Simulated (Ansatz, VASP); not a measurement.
## Two plane-wave programs on TaN

Contents of INCAR:

```
SYSTEM = TaN
ALGO     = Normal         ! electronic algorithm
EDIFF    = 1E-6           ! SCF threshold, eV
ENCUT    = 520            ! plane-wave cutoff, eV
GGA      = PS             ! functional
ISIF     = 2              ! what is computed and relaxed
ISMEAR   = 0              ! smearing method
LASPH    = .TRUE.         ! aspherical terms in the spheres
LCHARG   = .FALSE.        ! write CHGCAR
LREAL    = .FALSE.        ! projectors in reciprocal space
LWAVE    = .FALSE.        ! write WAVECAR
NBANDS   = 15             ! bands
NELM     = 60             ! most SCF steps
PREC     = Accurate       ! precision mode
SIGMA    = 0.15           ! smearing width, eV
```

Contents of KPOINTS:

```
k-points
0
G
  24 24 20
  0 0 0
```

The input POSCAR:

```
TaN
1.0
    2.9239890447      0.0000000000      0.0365498631
   -1.4619945224      2.5322487931     -0.0182749315
    0.0358840955      0.0000000000      2.8707276427
Ta N
1 1
Direct
    0.3333333333      0.6666666667      0.5000000000
    0.0000000000      0.0000000000      0.0000000000
```

Input for Ansatz:

```yaml
crystal:
  lattice:
    - [2.9239890447, 0.0, 0.0365498631]
    - [-1.4619945224, 2.5322487931, -0.0182749315]
    - [0.0358840955, 0.0, 2.8707276427]
  atoms:
    - { symbol: Ta, position: [0.3333333333, 0.6666666667, 0.5] }
    - { symbol: "N", position: [0.0, 0.0, 0.0] }
basis:
  ecutwfc: 420
kpoints:
  mp_grid: { grid: [24, 24, 20] }
hamiltonian:
  xc: pbesol
scf:
  occupations: { method: gaussian, width: 0.15 }
output:
  forces: true
  stress: true
  eigenvalues: true
```

Change from the starting cell: strain +0.0250 x Voigt [0, 0, 0, 0, 1, 0], atoms carried along.

Alike in both runs: task single point; functional PBEsol; k mesh 24 × 24 × 20; occupations gaussian, width 0.15 eV; no spin polarisation.

```csv
,VASP,Ansatz
version,VASP 6.6.1,Ansatz 0.2.0
potentials or method,"VASP PAW PBE potentials, release 64 (Ta_pv, N), cutoff 520 eV","scalar-relativistic, plane waves, PAW"
valence electrons in the cell,16,18
```

VASP gave:

| Property | Result |
| --- | --- |
| gap on the k mesh at the Fermi level (eV) | none |
| pressure (GPa) | 1.1 |
| traceless stress, the component that is largest in VASP (GPa) | -6.44 |
| rms of the force components (eV/Å) | 0.009 |

Q: Estimate Ansatz's values.

A: gap on the k mesh at the Fermi level (eV): none; pressure (GPa): 0.3; traceless stress, the component that is largest in VASP (GPa): -6.39; rms of the force components (eV/Å): 0.009.

VASP's potentials were made for PBE, not for PBEsol. Atom by atom the forces differ by 0.000 eV/Å (rms over components). A gap of «none» marks a metal or a gap that the smearing closes. VASP's potentials hold 16 valence electrons a cell and Ansatz's 18, so a difference there can come from the potentials and not from the codes.

Spin-orbit coupling is off throughout.
